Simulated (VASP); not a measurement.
Input of a VASP 6.6.1 run:

The input INCAR:

```
SYSTEM = Cu
ALGO = Fast
EDIFF = 1E-6
ENCUT = 520
GGA = PS
ISIF = 2
ISMEAR = 0
LASPH = .True.
LCHARG = .False.
LREAL = .False.
LWAVE = .False.
NBANDS = 12
NELM = 60
PREC = Accurate
SIGMA = 0.15
```

KPOINTS

```
k-points
0
Gamma
  28 28 28
  0 0 0
```

The input POSCAR:

```
Cu
1.0
    0.0000000000      1.6926017084      1.7371438586
    1.6926017084      0.0000000000      1.7371438586
    1.6926017084      1.6926017084      0.0000000000
Cu
1
Direct
    0.0000000000      0.0000000000      0.0000000000
```

Potentials or basis: VASP PAW PBE potentials, release 64 (Cu).

The run is started by

```sh
$ cat potpaw_PBE.64/Cu/POTCAR > POTCAR
$ mpirun -np 1 vasp_std > vasp.out
```

Question: What does it give for the band gap on the k mesh?

Answer: Zero (an odd number of electrons rules out a gap without spin polarisation).

Question: Estimate the pressure.

Answer: 30.7 GPa.

Stress tensor (GPa, compression positive):
```
31.61  0.00  0.00
 0.00 31.61  0.00
 0.00  0.00 28.91
```

Caveat: the cell differs from its parent crystal (strain -0.050 along x and y, -0.025 along z); the cell stands under pressure; the PAW data sets were made with another functional, which shifts forces and pressure a little.
